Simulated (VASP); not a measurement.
The system is TePb.

```
CELL_PARAMETERS angstrom
0.00000 3.18733 3.18733
3.18733 0.00000 3.18733
3.18733 3.18733 0.00000
ATOMIC_POSITIONS crystal
Pb 0.00000 0.00000 0.00000
Te 0.50000 0.50000 0.50000
```

This cell differs from its parent crystal: volume scaled by 0.96.

Base run:

```yaml
Program: VASP 6.6.1
Functional: PBEsol
Potentials_or_basis: VASP PAW PBE potentials, release 64 (Pb_d, Te)
Cutoff: 520 eV
k_mesh: 7 × 7 × 7
Occupations: fermi-dirac, width 0.05 eV
Spin: no spin polarisation
```

Its results: pressure 1.5 GPa.

**Question.** After a change of settings the same cell gave: pressure 5.3 GPa. Which change was it?
A. functional from PBEsol to PBE; dispersion from none to D4
B. functional from PBEsol to BLYP; dispersion from none to D3(BJ)
C. functional from PBEsol to r2SCAN; dispersion from none to D4
D. functional from PBEsol to revPBE

**Answer.** D.

revPBE binds less tightly than PBEsol, so the same cell stands under more pressure.

Caveats: the PAW data sets were made with another functional, which shifts forces and pressure a little.
